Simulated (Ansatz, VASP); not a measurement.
## Two plane-wave programs on Sb

```
CELL_PARAMETERS angstrom
3.34883 0.00000 0.00000
-1.67441 2.90017 0.00000
0.00000 0.00000 11.30477
ATOMIC_POSITIONS crystal
Sb 0.00000 0.00000 0.00000
Sb 0.33333 0.66667 0.25000
Sb 0.00000 0.00000 0.50000
Sb 0.66667 0.33333 0.75000
```

Alike in both runs: task relaxation of cell and atoms; functional PBE; k mesh 12 × 12 × 4; occupations gaussian, width 0.1 eV; no spin polarisation.

```csv
,VASP,Ansatz
version,VASP 6.6.1,Ansatz 0.2.0
potentials or method,"VASP PAW PBE potentials, release 64 (Sb), cutoff 600 eV","scalar-relativistic, plane waves, PAW"
valence electrons in the cell,20,60
```

```tsv
	VASP	Ansatz	Ansatz less VASP
gap on the k mesh at the Fermi level, each at its own relaxed structure (eV)	none	none	-
relaxed volume (Å³/atom)	27.40	27.42	+0.024
relaxed cell length with the largest relative difference (Å)	11.227	11.235	+0.0083
```

A gap of «none» marks a metal or a gap that the smearing closes. VASP's potentials hold 20 valence electrons a cell and Ansatz's 60, so a difference there can come from the potentials and not from the codes.

Spin-orbit coupling is off throughout. Noted on VASP's run: too few bands were computed for a metal, which touches its energy and stress.
